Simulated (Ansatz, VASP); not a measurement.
**One calculation of MgS, two programs**

INCAR

```
  PREC = Accurate
  ENCUT = 520
  EDIFF = 1E-6
  ISMEAR = 0
  SIGMA = 0.05
  LREAL = False
  LASPH = True
  NELM = 80
  ALGO = Normal
  ISIF = 2
  LWAVE = False
  LCHARG = False
  NBANDS = 11
```

KPOINTS

```
Automatic mesh
0
Gamma
  8 8 8
```

POSCAR

```
MgS
1.0
    0.0000000000      2.7317325000      2.4715675000
    2.7317325000      0.0000000000      2.4715675000
    2.7317325000      2.7317325000      0.0000000000
Mg S
1 1
Direct
    0.0000000000      0.0000000000      0.0000000000
    0.5000000000      0.5000000000      0.5000000000
```

Input for Ansatz:

```yaml
crystal:
  lattice:
    - [0.0, 2.7317325, 2.4715675]
    - [2.7317325, 0.0, 2.4715675]
    - [2.7317325, 2.7317325, 0.0]
  atoms:
    - { symbol: Mg, position: [0.0, 0.0, 0.0] }
    - { symbol: S, position: [0.5, 0.5, 0.5] }
basis:
  ecutwfc: 420
kpoints:
  mp_grid: { grid: [8, 8, 8] }
hamiltonian:
  xc: lda
scf:
  occupations: { method: gaussian, width: 0.05 }
output:
  forces: true
  stress: true
  eigenvalues: true
```

Change from the starting cell: strain +0.050 along x and y, -0.050 along z, atoms carried along.

Alike in both runs: task single point; functional LDA; k mesh 8 × 8 × 8; occupations gaussian, width 0.05 eV; no spin polarisation.

|  | VASP | Ansatz |
| --- | --- | --- |
| version | VASP 6.6.1 | Ansatz 0.2.0 |
| potentials or method | VASP PAW LDA potentials, release 64 (Mg, S), cutoff 520 eV | scalar-relativistic, plane waves, PAW |
| valence electrons in the cell | 8 | 16 |

```csv
,VASP,Ansatz,Ansatz less VASP
gap on the k mesh at the Fermi level (eV),2.13,2.13,+0.005
least direct gap on the mesh (eV),3.00,2.99,-0.009
pressure (GPa),-5.3,-4.7,+0.51
"traceless stress, the component that is largest in VASP (GPa)",5.88,5.89,+0.008
```

LDA's correlation is that of Perdew and Zunger in VASP and of Perdew and Wang (1992) in Ansatz. VASP's potentials hold 8 valence electrons a cell and Ansatz's 16, so a difference there can come from the potentials and not from the codes.
